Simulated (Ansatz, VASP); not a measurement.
# LiF in VASP and in Ansatz

```
Li F
1.0
     3.11190    0.00000    0.00000
    -1.55595    2.69499    0.00000
     0.00000    0.00000    5.34189
Li F
2 2
Direct
  0.33333 0.66667 0.38107
  0.66667 0.33333 0.88107
  0.33333 0.66667 0.99393
  0.66667 0.33333 0.49393
```

Alike in both runs: task single point; functional PBE; k mesh 9 × 9 × 6; occupations gaussian, width 0.05 eV; no spin polarisation.

|  | VASP | Ansatz |
| --- | --- | --- |
| version | VASP 6.6.1 | Ansatz 0.2.0 |
| potentials or method | VASP PAW PBE potentials, release 64 (Li_sv, F), cutoff 520 eV | scalar-relativistic, plane waves, PAW |
| valence electrons in the cell | 20 | 20 |

VASP gave:

```
gap on the k mesh at the Fermi level (eV) : 7.27
least direct gap on the mesh (eV)         : 7.27
rms of the force components (eV/Å)        : 0.069
```

Question: Which values does Ansatz return?

Answer: gap on the k mesh at the Fermi level (eV): 7.28; least direct gap on the mesh (eV): 7.28; rms of the force components (eV/Å): 0.063.

Atom by atom the forces differ by 0.006 eV/Å (rms over components). With one functional, cell and mesh, what is left measures potentials, basis and numerics.

Noted on VASP's run: the cutoff is short for stress, so the pressure is rough.
